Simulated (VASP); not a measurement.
# BiP (P-6m2) in VASP: notebook, part 2 of 2

VASP 6.6.1. The steps go on from the part before.

## (4) Single point, r2SCAN (25.93 Å³/atom)

This run uses another cell than the first one, of 25.93 Å³/atom.

Input file POSCAR:

```
BiP
1.0
    3.9816599875      0.0000000000      0.0000000000
   -1.9908299937      3.4482186984      0.0000000000
    0.0000000000      0.0000000000      3.7767500031
Bi P
1 1
Direct
    0.0000000000      0.0000000000      0.0000000000
    0.6666666667      0.3333333333      0.5000000000
```

Input file INCAR.step1:

```
PREC = Accurate
ENCUT = 520
ISMEAR = 0
SIGMA = 0.05
LREAL = False
LASPH = True
NELM = 60
NBANDS = 17
GGA = PE
ALGO = Normal
EDIFF = 1E-4
LWAVE = True
LCHARG = False
```

Input file INCAR.step2:

```
PREC = Accurate
ENCUT = 520
EDIFF = 1E-7
ISMEAR = 0
SIGMA = 0.05
LREAL = False
LASPH = True
NELM = 60
ALGO = Normal
ISIF = 2
LWAVE = False
LCHARG = False
METAGGA = R2SCAN
LMIXTAU = True
NBANDS = 17
ISTART = 1
```

Input file KPOINTS:

```
Automatic mesh
0
Gamma
  10 10 10
```

Command:

```console
cat potpaw_PBE.64/Bi_d/POTCAR potpaw_PBE.64/P/POTCAR > POTCAR
cp INCAR.step1 INCAR
mpirun -np 1 vasp_std > vasp.out
cp INCAR.step2 INCAR
mpirun -np 1 vasp_std > vasp.out
```

Wall time 2.2 min (1 thread of Intel Xeon Platinum 8488C (Sapphire Rapids), shared host); peak memory 0.22 GiB.

Results (log left out):

```yaml
Free_energy: -66.8098 eV
Pressure: -2.5 GPa
Band_gap_on_the_k_mesh: zero (bands 10 and 11 overlap by 2.51 eV)
```

Levels at points of the mesh, in eV from the Fermi level:
| k point | band 6 | band 7 | band 8 | band 9 | band 10 | band 11 | band 12 | band 13 | band 14 | band 15 |
| --- | --- | --- | --- | --- | --- | --- | --- | --- | --- | --- |
| (0.00, 0.00, 0.00) | -14.16 | -6.36 | -2.58 | -1.41 | -1.41 | 2.52 | 2.52 | 4.41 | 6.51 | 6.86 |
| (0.50, 0.00, 0.00) | -12.15 | -10.03 | -3.04 | -2.14 | -0.69 | 2.06 | 2.19 | 4.66 | 5.28 | 10.33 |
| (0.00, 0.00, 0.50) | -11.99 | -10.98 | -0.05 | -0.05 | 0.54 | 1.20 | 2.04 | 2.04 | 7.63 | 7.63 |
| (0.50, 0.00, 0.50) | -10.61 | -9.64 | -5.11 | -4.95 | -0.71 | 0.34 | 2.55 | 2.57 | 9.86 | 11.37 |

Caveat: the PAW data sets were made with another functional, which shifts forces and pressure a little; spin-orbit coupling is left out, which moves the levels of the heavy elements.

## (5) Single point, r2SCAN (26.67 Å³/atom)

This run uses another cell than the first one, of 26.67 Å³/atom.

Input file POSCAR:

```
BiP
1.0
    4.0270471677      0.0000000000      0.0000000000
   -2.0135235838      3.4875251495      0.0000000000
    0.0000000000      0.0000000000      3.7986001888
Bi P
1 1
Direct
    0.0000000000      0.0000000000      0.0000000000
    0.6666666667      0.3333333333      0.5000000000
```

Input file INCAR.step1:

```
SYSTEM = BiP
ALGO = Normal
EDIFF = 1E-4
ENCUT = 520
GGA = PE
ISMEAR = 0
LASPH = .TRUE.
LCHARG = .FALSE.
LREAL = .FALSE.
LWAVE = .TRUE.
NBANDS = 17
NELM = 80
PREC = Accurate
SIGMA = 0.05
```

Input file INCAR.step2:

```
SYSTEM = BiP
ALGO = Normal
EDIFF = 1E-6
ENCUT = 520
ISIF = 2
ISMEAR = 0
ISTART = 1
LASPH = .TRUE.
LCHARG = .FALSE.
LMIXTAU = .TRUE.
LREAL = .FALSE.
LWAVE = .FALSE.
METAGGA = R2SCAN
NBANDS = 17
NELM = 80
PREC = Accurate
SIGMA = 0.05
```

Input file KPOINTS:

```
k-points
0
G
  10 10 10
  0 0 0
```

Potentials or basis: VASP PAW PBE potentials, release 64 (Bi_d, P).

Command:

```console
cat potpaw_PBE.64/Bi_d/POTCAR potpaw_PBE.64/P/POTCAR > POTCAR
cp INCAR.step1 INCAR
mpirun -np 1 vasp_std > vasp.out
cp INCAR.step2 INCAR
mpirun -np 1 vasp_std > vasp.out
```

OUTCAR:

```text
SYSTEM = BiP
   EDIFF = 1E-6
   ENCUT = 520
   ISIF = 2
   ISMEAR = 0
   ISTART = 1
   LASPH = .TRUE.
   LREAL = .FALSE.
   METAGGA = R2SCAN
   NELM = 80
   PREC = Accurate

 ion  position               nearest neighbor table
   1  0.000  0.000  0.000-   2 3.00   2 3.00   2 3.00   2 3.00   2 3.00   2 3.00
   2  0.667  0.333  0.500-   1 3.00   1 3.00   1 3.00   1 3.00   1 3.00   1 3.00

  LATTYP: Found a hexagonal cell.
 ALAT       =     4.0270471677
 C/A-ratio  =     0.9432718393

  Lattice vectors:

 A1 = (   4.0270471677,   0.0000000000,   0.0000000000)
 A2 = (  -2.0135235838,   3.4875251495,   0.0000000000)
 A3 = (   0.0000000000,   0.0000000000,   3.7986001888)

Analysis of symmetry for initial positions (statically):
=====================================================================
 Subroutine PRICEL returns:
 Original cell was already a primitive cell.

 Routine SETGRP: Setting up the symmetry group for a
 hexagonal supercell.

 Subroutine GETGRP returns: Found 12 space group operations
 (whereof 12 operations were pure point group operations)
 out of a pool of 24 trial point group operations.

The static configuration has the point symmetry D_3h.

Analysis of symmetry for dynamics (positions and initial velocities):
=====================================================================
 Subroutine PRICEL returns:
 Original cell was already a primitive cell.

 Routine SETGRP: Setting up the symmetry group for a
 hexagonal supercell.

 Subroutine GETGRP returns: Found 12 space group operations
 (whereof 12 operations were pure point group operations)
 out of a pool of 24 trial point group operations.

The dynamic configuration has the point symmetry D_3h.

 Subroutine INISYM returns: Found 12 space group operations
 (whereof 12 operations are pure point group operations),
 and found     1 'primitive' translations

----------------------------------------------------------------------------------------

[... 112 lines left out ...]
     AMIX_MAG =   1.60;   BMIX_MAG =  1.00
  volume/ion in A,a.u.               =      26.67       180.01
  Fermi-wavevector in a.u.,A,eV,Ry     =   1.180436  2.230700 18.958740  1.393428
  Thomas-Fermi vector in A             =   2.316728
   LORBIT       =      0    0 simple, 1 ext, 2 COOP (PROOUT), +10 PAW based schemes
   METAGGA = R2SCAN    functional components
   LHFCALC =     F    Hartree Fock is set to
   AEXX    =    0.0000 exact exchange contribution
   IVDW    =     0    specifies the selected vdW correction
   LEPSILON=     F    determine dielectric tensor
   LRPA    =     F    only Hartree local field effects (RPA)
 non-spin polarized calculation
 Gauss-broadening in eV      SIGMA  =   0.05
  energy-cutoff  :      520.00
  volume of cell :       53.35
 maximum number of plane-waves:      1457
 NGX is ok and might be reduce to    30
   NGX = 15   NGY = 15   NGZ = 15

 number of electron      19.9999994 magnetization

 Free energy of the ion-electron system (eV)
  ---------------------------------------------------
  ext. energy  EPLUGINS =         0.00000000
  ---------------------------------------------------
  free energy    TOTEN  =       -66.77896184 eV

  energy without entropy =      -66.77778523  energy(sigma->0) =      -66.77837354

 E-fermi :   6.2763     XC(G=0): -10.4483

 val. band max:        6.2723843733   @ k =   0.1000  -0.0000   0.4000
 cond. band min:       6.2975992787   @ k =   0.2000   0.1000   0.2000
 fundamental gap:      0.0252149054
 Fermi energy:         6.2763339686

 k-point     1 :       0.0000    0.0000    0.0000
  band No.  band energies     occupation
      1     -17.4896      2.00000
      2     -17.4634      2.00000
      3     -17.4634      2.00000
      4     -17.4215      2.00000
      5     -17.4215      2.00000
      6      -7.6456      2.00000
[... 457 lines left out ...]
      4     -17.4293      2.00000
      5     -17.4281      2.00000
      6      -5.6713      2.00000
[... 9 lines left out ...]
     16      16.4919      0.00000
     17      17.3985      0.00000

 [... further k-points ...]

------------------------ aborting loop because EDIFF is reached ----------------------------------------

  FORCE on cell =-STRESS in cart. coord.  units (eV):
  Direction    XX          YY          ZZ          XY          YZ          ZX
  --------------------------------------------------------------------------------------
  -------------------------------------------------------------------------------------
  Total       -1.3698196     -1.3698196     -1.3798441     -0.0000000      0.0000000      0.0000000
  in kB      -41.1382961    -41.1382961    -41.4393522     -0.0000000      0.0000000      0.0000000
  external PRESSURE =     -41.2386481 kB  Pullay stress =       0.0000000 kB

 VOLUME and BASIS-vectors are now :
 -----------------------------------------------------------------------------
  energy-cutoff  :      520.00
  volume of cell :       53.35
      direct lattice vectors                 reciprocal lattice vectors
     4.027047168  0.000000000  0.000000000     0.248320906  0.143368142  0.000000000
    -2.013523584  3.487525150  0.000000000     0.000000000  0.286736284  0.000000000
     0.000000000  0.000000000  3.798600189     0.000000000  0.000000000  0.263254870

 POSITION                                       TOTAL-FORCE (eV/Angst)
 -----------------------------------------------------------------------------------
      0.00000      0.00000      0.00000         0.000000      0.000000      0.000000
      2.01352      1.16251      1.89930        -0.000000      0.000000      0.000000
 -----------------------------------------------------------------------------------
    total drift:                               -0.000000      0.000000      0.000000

  FREE ENERGIE OF THE ION-ELECTRON SYSTEM (eV)
  ---------------------------------------------------
  free  energy   TOTEN  =       -66.7789618445 eV

  energy  without entropy=      -66.7777852269  energy(sigma->0) =      -66.77837354
```

OUTCAR.step1:

```text
SYSTEM = BiP
   EDIFF = 1E-4
   ENCUT = 520
   GGA = PE
   ISMEAR = 0
   LASPH = .TRUE.
   LREAL = .FALSE.
[... 702 lines left out ...]
      0.00000      0.00000      0.00000         0.000000      0.000000      0.000000
      2.01352      1.16251      1.89930        -0.000000      0.000000      0.000000
 -----------------------------------------------------------------------------------
    total drift:                                0.000000     -0.000000      0.000000

  FREE ENERGIE OF THE ION-ELECTRON SYSTEM (eV)
  ---------------------------------------------------
  free  energy   TOTEN  =        -8.6967418762 eV

  energy  without entropy=       -8.6954605167  energy(sigma->0) =       -8.69610120
```

Run time: 2.2 min. Hardware: 1 thread of Intel Xeon Platinum 8488C (Sapphire Rapids), shared host; peak memory 0.22 GiB.

Results:

```
Free energy            : -66.7790 eV
Pressure               : -4.1 GPa
Band gap on the k mesh : zero (bands 10 and 11 overlap by 2.28 eV)
```

Caveat: the cell stands under tension; the PAW data sets were made with another functional, which shifts forces and pressure a little; spin-orbit coupling is left out, which moves the levels of the heavy elements.

## (6) Summary

| cell | gap on the mesh (eV) | pressure (GPa) |
| --- | --- | --- |
| a = 3.919, b = 3.919, c = 3.749 Å, angles 90.0, 90.0, 120.0°, 2 atoms | none | 0.0 |
| a = 3.951, b = 3.951, c = 3.763 Å, angles 90.0, 90.0, 120.0°, 2 atoms | none | -1.3 |
| a = 3.982, b = 3.982, c = 3.777 Å, angles 90.0, 90.0, 120.0°, 2 atoms | none | -2.5 |
| a = 4.027, b = 4.027, c = 3.799 Å, angles 90.0, 90.0, 120.0°, 2 atoms | none | -4.1 |

Alike in all rows: task single point; level r2SCAN; potentials or basis VASP PAW PBE potentials, release 64 (Bi_d, P); no spin polarisation; k mesh 10 × 10 × 10; cutoff (eV) 520; smearing gaussian 0.05 eV.

Caveats: the PAW data sets were made with another functional, which shifts forces and pressure a little; spin-orbit coupling is left out, which moves the levels of the heavy elements; the cell stands under tension (at least some runs).

Total energies depend on the potentials used, so only differences within one code and one set of settings carry meaning.
